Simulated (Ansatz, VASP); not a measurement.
BeGa2C2 in VASP and in Ansatz

Contents of INCAR:

```
SYSTEM = BeGa2C2
ALGO     = Normal         ! electronic algorithm
EDIFF    = 1E-6           ! SCF threshold, eV
ENCUT    = 520            ! plane-wave cutoff, eV
GGA      = PE             ! functional
ISIF     = 2              ! what is computed and relaxed
ISMEAR   = 0              ! smearing method
LASPH    = .True.         ! aspherical terms in the spheres
LCHARG   = .True.         ! write CHGCAR
LELF     = .True.         ! ELF
LREAL    = .False.        ! projectors in reciprocal space
LVHAR    = .True.       
LWAVE    = .False.        ! write WAVECAR
NBANDS   = 47             ! bands
NELM     = 100            ! most SCF steps
PREC     = Accurate       ! precision mode
SIGMA    = 0.1            ! smearing width, eV
```

The input KPOINTS:

```
k-points
0
Gamma
  4 4 4
  0 0 0
```

The input POSCAR:

```
BeGa2C2
1.0
    0.0000000000      4.4085146400      4.4085146400
    4.4085146400      0.0000000000      4.4085146400
    4.4085146400      4.4085146400      0.0000000000
Be Ga C
2 4 4
Direct
    0.7500000000      0.7500000000      0.7500000000
    0.5000000000      0.5000000000      0.5000000000
    0.6250000000      0.6250000000      0.6250000000
    0.6250000000      0.6250000000      0.1250000000
    0.6250000000      0.1250000000      0.6250000000
    0.1250000000      0.6250000000      0.6250000000
    0.1250000000      0.1250000000      0.1250000000
    0.1250000000      0.1250000000      0.6250000000
    0.1250000000      0.6250000000      0.1250000000
    0.6250000000      0.1250000000      0.1250000000
```

Input for Ansatz:

```yaml
crystal:
  lattice:
    - [0.0, 4.40851464, 4.40851464]
    - [4.40851464, 0.0, 4.40851464]
    - [4.40851464, 4.40851464, 0.0]
  atoms:
    - { symbol: Be, position: [0.75, 0.75, 0.75] }
    - { symbol: Be, position: [0.5, 0.5, 0.5] }
    - { symbol: Ga, position: [0.625, 0.625, 0.625] }
    - { symbol: Ga, position: [0.625, 0.625, 0.125] }
    - { symbol: Ga, position: [0.625, 0.125, 0.625] }
    - { symbol: Ga, position: [0.125, 0.625, 0.625] }
    - { symbol: C, position: [0.125, 0.125, 0.125] }
    - { symbol: C, position: [0.125, 0.125, 0.625] }
    - { symbol: C, position: [0.125, 0.625, 0.125] }
    - { symbol: C, position: [0.625, 0.125, 0.125] }
basis:
  ecutwfc: 420
kpoints:
  mp_grid: { grid: [4, 4, 4] }
hamiltonian:
  xc: pbe
scf:
  occupations: { method: gaussian, width: 0.1 }
  lower_state_search: "off"
output:
  forces: true
  stress: true
  eigenvalues: true
```

Alike in both runs: task single point; functional PBE; k mesh 4 × 4 × 4; occupations gaussian, width 0.1 eV; no spin polarisation.

```csv
,VASP,Ansatz
version,VASP 6.6.1,Ansatz 0.2.0
potentials or method,"VASP PAW PBE potentials, release 64 (Be, Ga_d, C), cutoff 520 eV","scalar-relativistic, plane waves, PAW"
valence electrons in the cell,72,72
```

|  | VASP | Ansatz | Ansatz less VASP |
| --- | --- | --- | --- |
| gap on the k mesh at the Fermi level (eV) | none | none | - |
| pressure (GPa) | 5.3 | 5.2 | -0.04 |

A gap of «none» marks a metal or a gap that the smearing closes.
